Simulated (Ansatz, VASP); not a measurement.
TePb in VASP and in Ansatz

The input INCAR:

```
SYSTEM = TePb
PREC = Accurate
ENCUT = 520
EDIFF = 1E-6
ISMEAR = 0
SIGMA = 0.05
LREAL = .FALSE.
LASPH = .TRUE.
NELM = 60
ALGO = Normal
ISIF = 2
LWAVE = .FALSE.
LCHARG = .FALSE.
GGA = PE
NBANDS = 17
```

The input KPOINTS:

```
regular mesh
0
G
  8 8 8
  0 0 0
```

Contents of POSCAR:

```
TePb
1.0
    0.0000000000      3.0367232652      3.6440679182
    3.0367232652      0.0000000000      3.6440679182
    3.0367232652      3.0367232652      0.0000000000
Te Pb
1 1
Direct
    0.5000000000      0.5000000000      0.5000000000
    0.0000000000      0.0000000000      0.0000000000
```

Input for Ansatz:

```yaml
crystal:
  lattice:
    - [0.0, 3.0367232652, 3.6440679182]
    - [3.0367232652, 0.0, 3.6440679182]
    - [3.0367232652, 3.0367232652, 0.0]
  atoms:
    - { symbol: Te, position: [0.5, 0.5, 0.5] }
    - { symbol: Pb, position: [0.0, 0.0, 0.0] }
basis:
  ecutwfc: 420
kpoints:
  mp_grid: { grid: [8, 8, 8] }
hamiltonian:
  xc: pbe
scf:
  occupations: { method: gaussian, width: 0.05 }
output:
  forces: true
  stress: true
  eigenvalues: true
```

Alike in both runs: task single point; functional PBE; k mesh 8 × 8 × 8; occupations gaussian, width 0.05 eV; no spin polarisation.

```csv
,VASP,Ansatz
version,VASP 6.6.1,Ansatz 0.2.0
potentials or method,"VASP PAW PBE potentials, release 64 (Te, Pb_d), cutoff 520 eV","scalar-relativistic, plane waves, PAW"
valence electrons in the cell,20,30
```

Ansatz gave:

* gap on the k mesh at the Fermi level (eV): 0.12
* least direct gap on the mesh (eV): 0.21
* pressure (GPa): 6.3
* traceless stress, the component that is largest in VASP (GPa): -10.89

Problem. What did VASP give for the same quantities?

Solution. gap on the k mesh at the Fermi level (eV): 0.12; least direct gap on the mesh (eV): 0.21; pressure (GPa): 6.2; traceless stress, the component that is largest in VASP (GPa): -10.90.

VASP's potentials hold 20 valence electrons a cell and Ansatz's 30, so a difference there can come from the potentials and not from the codes.

Spin-orbit coupling is off throughout.
